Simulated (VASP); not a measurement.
# C (P4/mmm) in VASP: notebook

The runs below take C through single point, relaxation of cell and atoms, with PBE.

Program: VASP 6.6.1. These are calculated values, not measurements. Logs are shortened: lines on timing, memory, paths and dates and some standing lists are left out, and cuts for length are marked.

**1. The cell of the first run**

The structure is tetragonal, space group P4/mmm (No. 123). The conventional cell has a = 4.006 Å, b = 4.006 Å, c = 1.279 Å, α = 90.00°, β = 90.00°, γ = 90.00°. C (site symmetry 4/mmm) has 2 C at 1.28 Å within 1.7 Å.

**2. Single point, PBE, collinear spin, ferromagnetic start**

Input file INCAR:

```
SYSTEM = C
ALGO = Normal ; EDIFF = 1E-7
ENCUT = 520 ; GGA = PE
ISIF = 2 ; ISMEAR = 0
ISPIN = 2 ; LASPH = .TRUE.
LCHARG = .FALSE. ; LORBIT = 11
LREAL = .FALSE. ; LWAVE = .FALSE.
MAGMOM = 1 ; NBANDS = 12
NELM = 150 ; PREC = Accurate
SIGMA = 0.1
```

Input file KPOINTS:

```
k-points
0
G
  4 4 12
  0 0 0
```

Input file POSCAR:

```
C
1.0
    4.0060086974      0.0000000000      0.0000000000
    0.0000000000      4.0060086974      0.0000000000
    0.0000000000      0.0000000000      1.2790245548
C
1
Direct
    0.5000000000      0.5000000000      0.0000000000
```

Potentials or basis: VASP PAW PBE potentials, release 64 (C).

On the command line:

```sh
cat potpaw_PBE.64/C/POTCAR > POTCAR
mpirun -np 1 vasp_std > vasp.out
```

OUTCAR:

```text
SYSTEM = C
   EDIFF = 1E-7
   ENCUT = 520
   GGA = PE
   ISIF = 2
   ISMEAR = 0
   ISPIN = 2
   LASPH = .TRUE.
   LORBIT = 11
   LREAL = .FALSE.
   NELM = 150
   PREC = Accurate

 ion  position               nearest neighbor table
   1  0.500  0.500  0.000-

  LATTYP: Found a simple tetragonal cell.
 ALAT       =     4.0060086974
 C/A-ratio  =     0.3192765297

  Lattice vectors:

 A1 = (   4.0060086974,   0.0000000000,   0.0000000000)
 A2 = (   0.0000000000,   4.0060086974,   0.0000000000)
 A3 = (   0.0000000000,   0.0000000000,   1.2790245548)

Analysis of symmetry for initial positions (statically):
=====================================================================
 Subroutine PRICEL returns:
 Original cell was already a primitive cell.

 Routine SETGRP: Setting up the symmetry group for a
 simple tetragonal supercell.

 Subroutine GETGRP returns: Found 16 space group operations
 (whereof 16 operations were pure point group operations)
 out of a pool of 16 trial point group operations.

The static configuration has the point symmetry D_4h.

Analysis of symmetry for dynamics (positions and initial velocities):
=====================================================================
 Subroutine PRICEL returns:
 Original cell was already a primitive cell.

 Routine SETGRP: Setting up the symmetry group for a
 simple tetragonal supercell.

 Subroutine GETGRP returns: Found 16 space group operations
 (whereof 16 operations were pure point group operations)
 out of a pool of 16 trial point group operations.

The dynamic configuration has the point symmetry D_4h.

Analysis of structural, dynamic, and magnetic symmetry:
=====================================================================
 Subroutine PRICEL returns:
 Original cell was already a primitive cell.

 Routine SETGRP: Setting up the symmetry group for a
 simple tetragonal supercell.

 Subroutine GETGRP returns: Found 16 space group operations
 (whereof 16 operations were pure point group operations)
 out of a pool of 16 trial point group operations.

The overall configuration has the point symmetry D_4h.

 Subroutine INISYM returns: Found 16 space group operations
 (whereof 16 operations are pure point group operations),
 and found     1 'primitive' translations

----------------------------------------------------------------------------------------

                                     Primitive cell

  volume of cell :      20.5259

  direct lattice vectors                    reciprocal lattice vectors
     4.006008697  0.000000000  0.000000000     0.249625020  0.000000000  0.000000000
     0.000000000  4.006008697  0.000000000     0.000000000  0.249625020  0.000000000
     0.000000000  0.000000000  1.279024555     0.000000000  0.000000000  0.781845819

  length of vectors
     4.006008697  4.006008697  1.279024555     0.249625020  0.249625020  0.781845819

  position of ions in fractional coordinates (direct lattice)
     0.500000000  0.500000000  0.000000000

  ion indices of the primitive-cell ions
   primitive index   ion index
                 1           1

----------------------------------------------------------------------------------------

 KPOINTS: k-points

Automatic generation of k-mesh.
 Grid dimensions read from file:
 generate k-points for:    4    4   12

 Generating k-lattice:

  Cartesian coordinates                     Fractional coordinates (reciprocal lattice)
     0.062406255  0.000000000  0.000000000     0.250000000  0.000000000  0.000000000
     0.000000000  0.062406255  0.000000000     0.000000000  0.250000000  0.000000000
     0.000000000  0.000000000  0.065153818     0.000000000  0.000000000  0.083333333

  Length of vectors
     0.062406255  0.062406255  0.065153818

  Shift w.r.t. Gamma in fractional coordinates (k-lattice)
     0.000000000  0.000000000  0.000000000

 Subroutine IBZKPT returns following result:
 ===========================================

 Found     42 irreducible k-points:

 Following reciprocal coordinates:
            Coordinates               Weight
  0.000000  0.000000  0.000000      1.000000
  0.250000  0.000000  0.000000      4.000000
  0.500000  0.000000  0.000000      2.000000
  0.250000  0.250000  0.000000      4.000000
  0.500000  0.250000  0.000000      4.000000
  0.500000  0.500000  0.000000      1.000000
[... 16 lines left out ...]
  0.500000  0.250000  0.250000      8.000000
  0.500000  0.500000  0.250000      2.000000
 [... further k-points ...]
   k-points           NKPTS =     42   k-points in BZ     NKDIM =     42   number of bands    NBANDS=     12
   number of dos      NEDOS =    301   number of ions     NIONS =      1
   total plane-waves  NPLWV =   9000
   dimension x,y,z NGX =    30 NGY =   30 NGZ =   10
   dimension x,y,z NGXF=    60 NGYF=   60 NGZF=   20
   ions per type =               1
   NGX,Y,Z   is equivalent  to a cutoff of  12.45, 12.45, 13.00 a.u.
   NGXF,Y,Z  is equivalent  to a cutoff of  24.90, 24.90, 26.00 a.u.
 SYSTEM =  C
   PREC   = accura    normal or accurate (medium, high low for compatibility)
   ISTART =      0    job   : 0-new  1-cont  2-samecut
   ICHARG =      2    charge: 1-file 2-atom 10-const
   ISPIN  =      2    spin polarized calculation?
   LNONCOLLINEAR =      F non collinear calculations
   LSORBIT =      F    spin-orbit coupling
   LASPH  =      T    aspherical Exc in radial PAW
   ENCUT  =  520.0 eV  38.22 Ry    6.18 a.u.   7.45  7.45  2.38*2*pi/ulx,y,z
   NELM   =    150;   NELMIN=  2; NELMDL= -5     # of ELM steps
   EDIFF  = 0.1E-06   stopping-criterion for ELM
   LREAL  =      F    real-space projection
   EDIFFG = 0.1E-05   stopping-criterion for IOM
   NSW    =      0    number of steps for IOM
   IBRION =     -1    ionic relax: 0-MD 1-quasi-New 2-CG
   NFREE  =      0    steps in history (QN), initial steepest desc. (CG)
   ISIF   =      2    stress and relaxation
   ISYM   =      2    0-nonsym 1-usesym 2-fastsym
   POTIM  = 0.5000    time-step for ionic-motion
   TEBEG  =    0.0;   TEEND  =   0.0 temperature during run
   PSTRESS=    0.0 pullay stress
   NELECT =       4.0000    total number of electrons
   NUPDOWN=      -1.0000    fix difference up-down
   EMIN   =  10.00;   EMAX   =-10.00  energy-range for DOS
   EFERMI =   0.00;   METHOD = LEGACY
   ISMEAR =     0;   SIGMA  =   0.10  broadening in eV -4-tet -1-fermi 0-gaus
   EFERMI_NEDOS =   21; number of points for ismear=-14 and -15
   IALGO  =     38    algorithm
   IMIX   =      4    mixing-type and parameters
     AMIX     =   0.40;   BMIX     =  1.00
     AMIX_MAG =   1.60;   BMIX_MAG =  1.00
  volume/ion in A,a.u.               =      20.53       138.52
  Fermi-wavevector in a.u.,A,eV,Ry     =   0.949133  1.793602 12.256867  0.900854
  Thomas-Fermi vector in A             =   2.077388
   LORBIT       =     11    0 simple, 1 ext, 2 COOP (PROOUT), +10 PAW based schemes
   GGA     = PE    functional components
   LHFCALC =     F    Hartree Fock is set to
   AEXX    =    0.0000 exact exchange contribution
   IVDW    =     0    specifies the selected vdW correction
   LEPSILON=     F    determine dielectric tensor
   LRPA    =     F    only Hartree local field effects (RPA)
 spin polarized calculation
 Gauss-broadening in eV      SIGMA  =   0.10
  energy-cutoff  :      520.00
  volume of cell :       20.53
 maximum number of plane-waves:       572
 NGX is ok and might be reduce to    30
   NGX = 15   NGY = 15   NGZ =  5

 number of electron       4.0000000 magnetization       0.1930112

 Free energy of the ion-electron system (eV)
  ---------------------------------------------------
  ext. energy  EPLUGINS =         0.00000000
  ---------------------------------------------------
  free energy    TOTEN  =        -8.11353646 eV

  energy without entropy =       -8.11020477  energy(sigma->0) =       -8.11187062

 E-fermi :  -1.2922     XC(G=0):  -6.4231

 val. band max:       -1.3138963823   @ k =   0.5000   0.5000   0.2500
 cond. band min:      -1.2474121743   @ k =   0.0000   0.0000   0.2500
 fundamental gap:      0.0664842080
 Fermi energy:        -1.2922134236

 spin component 1

 k-point     1 :       0.0000    0.0000    0.0000
  band No.  band energies     occupation
      1     -17.7915      1.00000
      2      -6.5600      1.00000
      3      -6.5600      1.00000
      4       2.5956      0.00000
      5       7.1346      0.00000
      6      12.6035      0.00000
      7      12.6035      0.00000
      8      13.5157      0.00000
      9      15.5575      0.00000
     10      23.8178      0.00000
     11      23.8178      0.00000
     12      29.1338      0.00000
[... 331 lines left out ...]
 k-point    24 :       0.5000    0.5000    0.2500
  band No.  band energies     occupation
      1     -14.6930      1.00000
      2      -1.6749      1.00000
      3      -1.6749      1.00000
      4      10.4113      0.00000
      5      13.2125      0.00000
      6      13.8106      0.00000
      7      13.8106      0.00000
      8      21.7489      0.00000
      9      24.6029      0.00000
     10      25.0496      0.00000
     11      27.8895      0.00000
     12      27.8895      0.00000

 [... further k-points ...]

 spin component 2

 k-point     1 :       0.0000    0.0000    0.0000
  band No.  band energies     occupation
      1     -17.5017      1.00000
      2      -6.1929      1.00000
      3      -6.1929      1.00000
      4       2.6896      0.00000
      5       7.2772      0.00000
      6      12.7266      0.00000
      7      12.7266      0.00000
      8      13.7379      0.00000
      9      15.6400      0.00000
     10      24.0146      0.00000
     11      24.0146      0.00000
     12      29.3825      0.00000
[... 331 lines left out ...]
 k-point    24 :       0.5000    0.5000    0.2500
  band No.  band energies     occupation
      1     -14.4466      1.00000
      2      -1.3139      0.62044
      3      -1.3139      0.62044
      4      10.5076      0.00000
      5      13.4091      0.00000
      6      13.9628      0.00000
      7      13.9628      0.00000
      8      22.0080      0.00000
      9      24.8712      0.00000
     10      25.2456      0.00000
     11      28.0113      0.00000
     12      28.0113      0.00000

 [... further k-points ...]
[... 5 lines left out ...]
  --------------------------------------------------------------------------------------
  -------------------------------------------------------------------------------------
  Total       -0.0912931     -0.0912931      0.7863383      0.0000000      0.0000000     -0.0000000
  in kB       -7.1259972     -7.1259972     61.3786523      0.0000000      0.0000000     -0.0000000
  external PRESSURE =      15.7088860 kB  Pullay stress =       0.0000000 kB

 VOLUME and BASIS-vectors are now :
 -----------------------------------------------------------------------------
  energy-cutoff  :      520.00
  volume of cell :       20.53
      direct lattice vectors                 reciprocal lattice vectors
     4.006008697  0.000000000  0.000000000     0.249625020  0.000000000  0.000000000
     0.000000000  4.006008697  0.000000000     0.000000000  0.249625020  0.000000000
     0.000000000  0.000000000  1.279024555     0.000000000  0.000000000  0.781845819

 POSITION                                       TOTAL-FORCE (eV/Angst)
 -----------------------------------------------------------------------------------
      2.00300      2.00300      0.00000         0.000000      0.000000      0.000000
 -----------------------------------------------------------------------------------
    total drift:                                0.000000      0.000000      0.000000

  FREE ENERGIE OF THE ION-ELECTRON SYSTEM (eV)
  ---------------------------------------------------
  free  energy   TOTEN  =        -8.1135364624 eV

  energy  without entropy=       -8.1102047707  energy(sigma->0) =       -8.11187062

 total charge

# of ion       s       p       d       tot
------------------------------------------
    1        0.894   1.795   0.000   2.689

 magnetization (x)

# of ion       s       p       d       tot
------------------------------------------
    1        0.002   0.099   0.000   0.101
```

Wall time 13 s (1 thread of Intel Xeon Platinum 8488C (Sapphire Rapids), shared host); peak memory 0.13 GiB.

What came out:

| Property | Result |
| --- | --- |
| Free energy | -8.1135 eV |
| Pressure | 1.6 GPa |
| Net moment | 0.19 μB per cell |
| Site moments | C +0.10 μB |
| Valence electrons inside the program's atomic spheres | C 2.69 |

Caveat: the k points lie up to 0.41 Å⁻¹ apart.

(Part 1 of 2 ends here.)
